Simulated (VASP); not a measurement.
Write the native input for VASP 6.6.1 that does the following.

- Task: single point
- Functional: r2SCAN
- Potentials or basis: VASP PAW PBE potentials, release 64 (Ge_d)
- Cutoff: 520 eV
- k mesh: 12 × 12 × 6
- Occupations: gaussian, width 0.01 eV
- Spin: no spin polarisation
- Dipole correction: no
- Further INCAR settings: ALGO = Normal; EDIFF = 1e-06; NBANDS = 36

Crystal: Ge.

```xyz
4
Lattice="4.0556 0.0000 0.0000 -2.0278 3.5122 0.0000 0.0000 0.0000 6.5433" Properties=species:S:1:pos:R:3 pbc="T T T"
Ge    2.0278    1.1707    0.4121
Ge    0.0000    2.3415    3.6837
Ge    2.0278    1.1707    2.8595
Ge    0.0000    2.3415    6.1312
```

This cell differs from its parent crystal: biaxial strain in the a-b plane: +1.5 %.

These files were run (other wordings do the same):

POSCAR

```
Ge
1.0
    4.0555834325      0.0000000000      0.0000000000
   -2.0277917162      3.5122382797      0.0000000000
    0.0000000000      0.0000000000      6.5432865584
Ge
4
Direct
    0.6666666667      0.3333333333      0.0629814339
    0.3333333333      0.6666666667      0.5629814339
    0.6666666667      0.3333333333      0.4370185661
    0.3333333333      0.6666666667      0.9370185661
```

INCAR.step1

```
PREC = Accurate
ENCUT = 520
ISMEAR = 0
SIGMA = 0.01
LREAL = F
LASPH = T
NELM = 60
NBANDS = 36
GGA = PE
ALGO = Normal
EDIFF = 1E-4
LWAVE = T
LCHARG = F
```

INCAR.step2

```
PREC = Accurate
ENCUT = 520
EDIFF = 1E-6
ISMEAR = 0
SIGMA = 0.01
LREAL = F
LASPH = T
NELM = 60
ALGO = Normal
ISIF = 2
LWAVE = F
LCHARG = T
METAGGA = R2SCAN
LMIXTAU = T
LELF = T
LVHAR = T
NBANDS = 36
ISTART = 1
```

KPOINTS

```
Automatic mesh
0
Gamma
  12 12 6
```

Potentials or basis: VASP PAW PBE potentials, release 64 (Ge_d).

Command:

```bash
$ cat potpaw_PBE.64/Ge_d/POTCAR > POTCAR
$ cp INCAR.step1 INCAR
$ mpirun -np 1 vasp_std > vasp.out
$ cp INCAR.step2 INCAR
$ mpirun -np 1 vasp_std > vasp.out
```

It gave:

- Pressure: -1.3 GPa
- Largest force: 0.217 eV/Å
- Band gap on the k mesh: zero (bands 28 and 29 overlap by 0.12 eV)

Caveat: the cell differs from its parent crystal (biaxial strain in the a-b plane: +1.5 %); semilocal functionals underestimate gaps, and a narrow one can read as zero; the PAW data sets were made with another functional, which shifts forces and pressure a little.

It took 5.7 min on 1 thread of Intel(R) Xeon(R) 6975P-C (Granite Rapids), with other jobs on the host, peak memory 0.32 GiB.
